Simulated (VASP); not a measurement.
# MoS2 (P6_3/mmc) in VASP: further runs

MoS2 is run at these levels: LDA; tasks: single point.

Program: VASP 6.6.1. These are calculated values, not measurements. Logs are shortened: lines on timing, memory, paths and dates and some standing lists are left out, and cuts for length are marked.

## Step 1: The cell of the first run

It takes space group P6_3/mmc (No. 194, hexagonal). Conventional cell: a = 3.037 Å, b = 3.037 Å, c = 11.810 Å, α = 90.00°, β = 90.00°, γ = 120.00°. Mo (site symmetry -6m2) has 6 S at 2.31 Å within 3.0 Å. S (site symmetry 3m) has 3 Mo at 2.31 Å and 1 S at 3.00 Å within 3.0 Å.

## Step 2: Single point, LDA

Contents of INCAR:

```
SYSTEM = MoS2
  ALGO = Normal
  EDIFF = 1E-6
  ENCUT = 520
  ISIF = 2
  ISMEAR = 1
  LASPH = .TRUE.
  LCHARG = .FALSE.
  LREAL = .FALSE.
  LWAVE = .FALSE.
  NBANDS = 35
  NELM = 60
  PREC = Accurate
  SIGMA = 0.05
```

Contents of KPOINTS:

```
k-points
0
G
  8 8 2
  0 0 0
```

Contents of POSCAR:

```
MoS2
1.0
    3.0368019054      0.0000000000      0.0000000000
   -1.5184009527      2.6299432797      0.0000000000
    0.0000000000      0.0000000000     11.8098916637
Mo S
2 4
Direct
    0.3333333333      0.6666666667      0.2500000000
    0.6666666667      0.3333333333      0.7500000000
    0.3333333333      0.6666666667      0.6230000000
    0.6666666667      0.3333333333      0.1230000000
    0.3333333333      0.6666666667      0.8770000000
    0.6666666667      0.3333333333      0.3770000000
```

Potentials or basis: VASP PAW LDA potentials, release 64 (Mo_sv, S).

Started as:

```sh
> cat potpaw_LDA.64/Mo_sv/POTCAR potpaw_LDA.64/S/POTCAR > POTCAR
> mpirun -np 1 vasp_std > vasp.out
```

OUTCAR:

```text
SYSTEM = MoS2
   EDIFF = 1E-6
   ENCUT = 520
   ISIF = 2
   ISMEAR = 1
   LASPH = .TRUE.
   LREAL = .FALSE.
   NELM = 60
   PREC = Accurate

 ion  position               nearest neighbor table
   1  0.333  0.667  0.250-   4 2.31   6 2.31   4 2.31   6 2.31   4 2.31   6 2.31
   2  0.667  0.333  0.750-   3 2.31   5 2.31   3 2.31   5 2.31   3 2.31   5 2.31
   3  0.333  0.667  0.623-   2 2.31   2 2.31   2 2.31
   4  0.667  0.333  0.123-   1 2.31   1 2.31   1 2.31
   5  0.333  0.667  0.877-   2 2.31   2 2.31   2 2.31
   6  0.667  0.333  0.377-   1 2.31   1 2.31   1 2.31

  LATTYP: Found a hexagonal cell.
 ALAT       =     3.0368019054
 C/A-ratio  =     3.8889239508

  Lattice vectors:

 A1 = (   3.0368019054,   0.0000000000,   0.0000000000)
 A2 = (  -1.5184009527,   2.6299432797,   0.0000000000)
 A3 = (   0.0000000000,   0.0000000000,  11.8098916637)

Analysis of symmetry for initial positions (statically):
=====================================================================
 Subroutine PRICEL returns:
 Original cell was already a primitive cell.

 Routine SETGRP: Setting up the symmetry group for a
 hexagonal supercell.

 Subroutine GETGRP returns: Found 24 space group operations
 (whereof 12 operations were pure point group operations)
 out of a pool of 24 trial point group operations.

The static configuration has the point symmetry D_3d.
 The point group associated with its full space group is D_6h.

Analysis of symmetry for dynamics (positions and initial velocities):
=====================================================================
 Subroutine PRICEL returns:
 Original cell was already a primitive cell.

 Routine SETGRP: Setting up the symmetry group for a
 hexagonal supercell.

 Subroutine GETGRP returns: Found 24 space group operations
 (whereof 12 operations were pure point group operations)
 out of a pool of 24 trial point group operations.

The dynamic configuration has the point symmetry D_3d.
 The point group associated with its full space group is D_6h.

 Subroutine INISYM returns: Found 24 space group operations
 (whereof 12 operations are pure point group operations),
 and found     1 'primitive' translations

----------------------------------------------------------------------------------------

                                     Primitive cell

  volume of cell :      94.3211

[... 92 lines left out ...]
   LREAL  =      F    real-space projection
   EDIFFG = 0.1E-04   stopping-criterion for IOM
   NSW    =      0    number of steps for IOM
   IBRION =     -1    ionic relax: 0-MD 1-quasi-New 2-CG
   NFREE  =      0    steps in history (QN), initial steepest desc. (CG)
   ISIF   =      2    stress and relaxation
   ISYM   =      2    0-nonsym 1-usesym 2-fastsym
   POTIM  = 0.5000    time-step for ionic-motion
   TEBEG  =    0.0;   TEEND  =   0.0 temperature during run
   PSTRESS=    0.0 pullay stress
   NELECT =      52.0000    total number of electrons
   NUPDOWN=      -1.0000    fix difference up-down
   EMIN   =  10.00;   EMAX   =-10.00  energy-range for DOS
   EFERMI =   0.00;   METHOD = LEGACY
   ISMEAR =     1;   SIGMA  =   0.05  broadening in eV -4-tet -1-fermi 0-gaus
   EFERMI_NEDOS =   21; number of points for ismear=-14 and -15
   IALGO  =     38    algorithm
   IMIX   =      4    mixing-type and parameters
     AMIX     =   0.40;   BMIX     =  1.00
     AMIX_MAG =   1.60;   BMIX_MAG =  1.00
  volume/ion in A,a.u.               =      15.72       106.09
  Fermi-wavevector in a.u.,A,eV,Ry     =   1.342372  2.536716 24.517205  1.801964
  Thomas-Fermi vector in A             =   2.470532
   LORBIT       =      0    0 simple, 1 ext, 2 COOP (PROOUT), +10 PAW based schemes
   GGA     = CA    functional components
   LHFCALC =     F    Hartree Fock is set to
   AEXX    =    0.0000 exact exchange contribution
   IVDW    =     0    specifies the selected vdW correction
   LEPSILON=     F    determine dielectric tensor
   LRPA    =     F    only Hartree local field effects (RPA)
 non-spin polarized calculation
 Methfessel and Paxton  Order N= 1 SIGMA  =   0.05
  energy-cutoff  :      520.00
  volume of cell :       94.32
 maximum number of plane-waves:      2562
 NGX is ok and might be reduce to    24
   NGX = 11   NGY = 11   NGZ = 43

 number of electron      52.0000002 magnetization

 Free energy of the ion-electron system (eV)
  ---------------------------------------------------
  ext. energy  EPLUGINS =         0.00000000
  ---------------------------------------------------
  free energy    TOTEN  =       -48.47297545 eV

  energy without entropy =      -48.47299810  energy(sigma->0) =      -48.47298300

 E-fermi :   9.3005     XC(G=0): -11.7333

 val. band max:        9.2583816461   @ k =   0.0000   0.0000   0.0000
 cond. band min:      10.0438562665   @ k =   0.2500   0.1250   0.0000
 fundamental gap:      0.7854746204
 Fermi energy:         9.3004757559

 k-point     1 :       0.0000    0.0000    0.0000
  band No.  band energies     occupation
      1     -51.9837      2.00000
      2     -51.9837      2.00000
      3     -26.4859      2.00000
      4     -26.4856      2.00000
      5     -26.0702      2.00000
      6     -26.0702      2.00000
[... 749 lines left out ...]
     34      13.9539      0.00000
     35      15.9131      0.00000

------------------------ aborting loop because EDIFF is reached ----------------------------------------

  FORCE on cell =-STRESS in cart. coord.  units (eV):
  Direction    XX          YY          ZZ          XY          YZ          ZX
  --------------------------------------------------------------------------------------
  -------------------------------------------------------------------------------------
  Total       10.1978038     10.1977703     11.9920924      0.0000000      0.0000000      0.0000000
  in kB      173.2241647    173.2235961    203.7027020      0.0000000      0.0000000      0.0000000
  external PRESSURE =     183.3834876 kB  Pullay stress =       0.0000000 kB

 VOLUME and BASIS-vectors are now :
 -----------------------------------------------------------------------------
  energy-cutoff  :      520.00
  volume of cell :       94.32
      direct lattice vectors                 reciprocal lattice vectors
     3.036801905  0.000000000  0.000000000     0.329293787  0.190118169  0.000000000
    -1.518400953  2.629943280  0.000000000     0.000000000  0.380236337  0.000000000
     0.000000000  0.000000000 11.809891664     0.000000000  0.000000000  0.084674782

 POSITION                                       TOTAL-FORCE (eV/Angst)
 -----------------------------------------------------------------------------------
     -0.00000      1.75330      2.95247        -0.000000     -0.000000     -0.000000
      1.51840      0.87665      8.85742        -0.000000      0.000000     -0.000000
     -0.00000      1.75330      7.35756        -0.000000     -0.000000     -1.914154
      1.51840      0.87665      1.45262         0.000000      0.000000     -1.914154
     -0.00000      1.75330     10.35727         0.000000     -0.000000      1.914154
      1.51840      0.87665      4.45233         0.000000      0.000000      1.914154
 -----------------------------------------------------------------------------------
    total drift:                               -0.000000      0.000000     -0.000000

  FREE ENERGIE OF THE ION-ELECTRON SYSTEM (eV)
  ---------------------------------------------------
  free  energy   TOTEN  =       -48.4729754489 eV

  energy  without entropy=      -48.4729980970  energy(sigma->0) =      -48.47298300
```

stdout:

```text
POSCAR found type information on POSCAR MoS
 POSCAR found :  2 types and       6 ions
 scaLAPACK will be used
 LDA part: xc-table for (Slater(with rela. corr.)+CA(PZ))
 , standard interpolation
 POSCAR, INCAR and KPOINTS ok, starting setup
 FFT: planning ... GRIDC
 FFT: planning ... GRID_SOFT
 FFT: planning ... GRID
 WAVECAR not read
 entering main loop
```

Wall time 70 s (1 thread of Intel Xeon Platinum 8259CL at 2.50GHz (Skylake/Cascade Lake), shared host); peak memory 0.2 GiB.

Results:

```yaml
Free_energy: -48.4730 eV
Pressure: 18.3 GPa
Largest_force: 1.914 eV/Å
Band_gap_on_the_k_mesh: 0.79 eV, indirect (least direct gap 2.24 eV)
```

Forces in eV/Å, atoms in the order of the input:
```
Mo   0.000  0.000  0.000
Mo   0.000  0.000  0.000
S    0.000  0.000 -1.914
S    0.000  0.000 -1.914
S    0.000  0.000  1.914
S    0.000  0.000  1.914
```

Stress tensor (GPa, compression positive):
```
17.32  0.00  0.00
 0.00 17.32  0.00
 0.00  0.00 20.37
```

Caveat: forces of over 1 eV/Å act on the atoms, so gaps and moduli don't describe the material at rest. A k mesh can miss the band edges.

## Step 3: Single point, LDA

This run uses another cell than the first one, of 16.43 Å³/atom, 1.045 times its volume.

Contents of INCAR:

```
SYSTEM = MoS2
PREC     = Accurate       ! precision mode
ENCUT    = 520            ! plane-wave cutoff, eV
EDIFF    = 1E-6           ! SCF threshold, eV
ISMEAR   = 1              ! smearing method
SIGMA    = 0.05           ! smearing width, eV
LREAL    = .FALSE.        ! projectors in reciprocal space
LASPH    = .TRUE.         ! aspherical terms in the spheres
NELM     = 100            ! most SCF steps
ALGO     = Normal         ! electronic algorithm
ISIF     = 2              ! what is computed and relaxed
LWAVE    = .FALSE.        ! write WAVECAR
LCHARG   = .FALSE.        ! write CHGCAR
GGA      = CA             ! functional
NBANDS   = 35             ! bands
```

Contents of KPOINTS:

```
Automatic mesh
0
G
  8 8 2
  0 0 0
```

Changes to POSCAR since step 2:

```diff
@@ -2,5 +2,5 @@
 1.0
-    3.0368019054      0.0000000000      0.0000000000
-   -1.5184009527      2.6299432797      0.0000000000
-    0.0000000000      0.0000000000     11.8098916637
+    3.0821339903      0.0000000000      0.0000000000
+   -1.5410669951      2.6692019523      0.0000000000
+    0.0000000000      0.0000000000     11.9861846943
 Mo S
```

Potentials or basis: VASP PAW LDA potentials, release 64 (Mo_sv, S).

Started as:

```sh
> cat potpaw_LDA.64/Mo_sv/POTCAR potpaw_LDA.64/S/POTCAR > POTCAR
> mpirun -np 1 vasp_std > vasp.out
```

Wall time 60 s (1 thread of Intel Xeon Platinum 8259CL at 2.50GHz (Skylake/Cascade Lake), shared host); peak memory 0.21 GiB.

Results (log left out):

* Free energy: -48.8303 eV
* Pressure: 8.5 GPa
* Largest force: 0.992 eV/Å
* Band gap on the k mesh: 0.84 eV, indirect (least direct gap 2.16 eV)

Forces on the atoms (eV/Å):
```
Mo   0.000  0.000  0.000
Mo   0.000  0.000  0.000
S    0.000  0.000 -0.992
S    0.000  0.000 -0.992
S    0.000  0.000  0.992
S    0.000  0.000  0.992
```

Stress tensor (GPa, compression positive):
```
7.88 0.00 0.00
0.00 7.88 0.00
0.00 0.00 9.89
```

Levels at points of the mesh, in eV from the valence-band top:
```tsv
k point	band 24	band 25	band 26	band 27	band 28	band 29
(0.00, 0.00, 0.00)	-1.51	-1.24	0.00	2.19	2.19	2.21
(0.50, 0.00, 0.00)	-1.63	-1.62	-1.50	1.70	1.75	2.09
(0.00, 0.00, 0.50)	-2.43	-0.33	-0.33	2.20	2.20	2.20
(0.50, 0.00, 0.50)	-1.73	-1.55	-1.55	1.72	1.72	2.29
```

A k mesh can miss the band edges.
